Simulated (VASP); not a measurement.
TiAl, 2 atoms in the cell. Symmetry: P-6m2, No. 187, hexagonal system. The conventional cell has a = 2.905 Å, b = 2.905 Å, c = 4.740 Å, α = 90.00°, β = 90.00°, γ = 120.00°. Ti (site symmetry -6m2) has 6 Al at 2.90 Å and 6 Ti at 2.90 Å within 3.8 Å. Al (site symmetry -6m2) has 6 Ti at 2.90 Å and 6 Al at 2.90 Å within 3.8 Å.  This cell differs from its parent crystal: volume scaled by 1.04.

```yaml
Program: VASP 6.6.1
Task: single point
Functional: LDA
Potentials_or_basis: VASP PAW LDA potentials, release 64 (Ti_sv, Al)
Cutoff: 520 eV
k_mesh: 11 × 11 × 6
Occupations: fermi-dirac, width 0.05 eV
Spin: no spin polarisation
Dipole_correction: no
Further_INCAR_settings: ALGO = Normal; EDIFF = 1e-07; NBANDS = 14
```

Potentials or basis: VASP PAW LDA potentials, release 64 (Ti_sv, Al).

The run is started by

```console
$ cat potpaw_LDA.64/Ti_sv/POTCAR potpaw_LDA.64/Al/POTCAR > POTCAR
$ mpirun -np 1 vasp_std > vasp.out
```

Hardware: 1 thread of Intel Xeon 8259CL, on a shared host.

**Question.** How long does it take, and how much memory?

**Answer.** Wall time 50 s on 1 thread of Intel Xeon 8259CL, on a shared host, peak memory 0.16 GiB. Counts: scf iterations 15, k points 64.
